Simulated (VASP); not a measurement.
CdSeS4:

```
Cd Se S
1.0
     4.97393    0.00000    0.00000
     0.00000    4.97393    0.00000
     0.00000    0.00000    7.09805
Cd Se S
1 1 4
Cartesian
  2.4870 2.4870 3.5490
  0.0000 0.0000 0.0000
  2.4870 0.0000 5.4149
  0.0000 2.4870 1.6831
  2.4870 0.0000 1.6831
  0.0000 2.4870 5.4149
```

The cell was generated, and may not be a known phase.

```yaml
Program: VASP 6.6.1
Task: relaxation of cell and atoms
Functional: PBE
Potentials_or_basis: VASP PAW PBE potentials, release 64 (Cd, Se, S)
Cutoff: 600 eV
k_mesh: 4 × 4 × 4
Occupations: gaussian, width 0.1 eV
Spin: no spin polarisation
```

At the start: pressure -9.9 GPa; volume 29.27 Å³/atom.

Q: How do energy, volume and symmetry change on relaxing?

A: Over 39 steps the energy falls by 544.7 meV/atom and the volume is 21.46 Å³/atom (-26.7 %); space group P4/mmm (No. 123, to 0.1 Å) before and after.

The path:
| step | energy change (eV) | largest force (eV/Å) | pressure (GPa) | volume (Å³) |
| --- | --- | --- | --- | --- |
| 1 | 0.0000 | 0.0842 | -9.91 | 175.61 |
| 2 | -1.9635 | 0.0030 | -2.59 | 133.51 |
| 3 | -2.0109 | 0.0217 | -0.22 | 128.22 |
| 4 | -2.0108 | 0.0256 | 0.24 | 127.37 |
| 5 | -2.0125 | 0.0132 | -0.07 | 127.97 |
| 6 | -2.0133 | 0.0012 | -0.45 | 128.71 |
| 7 | -2.0140 | 0.0008 | -0.48 | 128.77 |
| 8 | -2.0162 | 0.0067 | -0.58 | 128.96 |
| 9 | -2.0202 | 0.0149 | -0.77 | 129.33 |
| 10 | -2.0239 | 0.0344 | -1.11 | 130.05 |
| 11 | -2.0266 | 0.0362 | -1.01 | 129.83 |
| 12 | -2.0340 | 0.0384 | -0.70 | 129.18 |
| 13 | -2.0499 | 0.0328 | -0.02 | 127.83 |
| 14 | -2.1346 | 0.0536 | 1.56 | 124.98 |
| 15 | -2.5763 | 0.3819 | 4.98 | 118.68 |
| 16 | -0.5560 | 1.1811 | 23.18 | 103.52 |
| 17 | -2.7099 | 0.5643 | 6.18 | 116.60 |
| 18 | -2.4477 | 0.8651 | 12.70 | 109.76 |
| 19 | -2.7688 | 0.7832 | 7.51 | 114.74 |
| 20 | -2.7663 | 0.8722 | 8.40 | 113.68 |
| 21 | -2.7706 | 0.8471 | 8.06 | 114.06 |
| 22 | -2.9290 | 0.8296 | 5.79 | 116.78 |
| 23 | -3.1695 | 0.5572 | 0.30 | 125.18 |
| 24 | -3.1800 | 0.4935 | -0.73 | 127.23 |
| 25 | -3.1802 | 0.4840 | -0.88 | 127.54 |
| 26 | -3.1960 | 0.3877 | -0.66 | 127.19 |
| 27 | -3.2174 | 0.1512 | 0.15 | 126.17 |
| 28 | -3.2180 | 0.1348 | 0.29 | 126.01 |
| 29 | -3.2289 | 0.1359 | 0.24 | 126.16 |
| 30 | -3.2482 | 0.1726 | 0.20 | 126.58 |
| 31 | -3.2353 | 0.0721 | 0.60 | 127.35 |
| 32 | -3.2523 | 0.1852 | 0.28 | 126.81 |
| 33 | -3.2614 | 0.1186 | 0.30 | 127.34 |
| 34 | -3.2643 | 0.0177 | 0.36 | 127.71 |
| 35 | -3.2645 | 0.0072 | 0.39 | 127.83 |
| 36 | -3.2669 | 0.0159 | 0.12 | 128.38 |
| 37 | -3.2676 | 0.0419 | -0.17 | 128.98 |
| 38 | -3.2676 | 0.0382 | -0.14 | 128.89 |
| 39 | -3.2680 | 0.0164 | 0.01 | 128.73 |

Final structure:
```
CELL_PARAMETERS angstrom
5.04362 0.00000 0.00000
0.00000 5.04362 0.00000
0.00000 0.00000 5.06068
ATOMIC_POSITIONS crystal
Cd 0.50000 0.50000 0.50000
Se 0.00000 0.00000 0.00000
S 0.50000 0.00000 0.78392
S 0.00000 0.50000 0.21608
S 0.50000 0.00000 0.21608
S 0.00000 0.50000 0.78392
```

Caveat: the volume moved by over 15 % at a fixed basis, so the end points are rough.
